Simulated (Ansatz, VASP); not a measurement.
**Two plane-wave programs on Mg**

```xyz
1
Lattice="-1.7728 1.7728 1.7728 1.7728 -1.7728 1.7728 1.7728 1.7728 -1.7728" Properties=species:S:1:pos:R:3 pbc="T T T"
Mg    0.0000    0.0000    0.0000
```

Alike in both runs: task single point; functional LDA; k mesh 8 × 8 × 8; occupations gaussian, width 0.1 eV; no spin polarisation.

|  | VASP | Ansatz |
| --- | --- | --- |
| version | VASP 6.6.1 | Ansatz 0.2.0 |
| potentials or method | VASP PAW LDA potentials, release 64 (Mg), cutoff 520 eV | scalar-relativistic, plane waves, PAW |
| valence electrons in the cell | 2 | 10 |

VASP gave:

```
gap on the k mesh at the Fermi level (eV) : none
pressure (GPa)                            : -1.7
```

Q: Estimate Ansatz's values.

A: gap on the k mesh at the Fermi level (eV): none; pressure (GPa): -1.3.

LDA's correlation is that of Perdew and Zunger in VASP and of Perdew and Wang (1992) in Ansatz. A gap of «none» marks a metal or a gap that the smearing closes. VASP's potentials hold 2 valence electrons a cell and Ansatz's 10, so a difference there can come from the potentials and not from the codes.
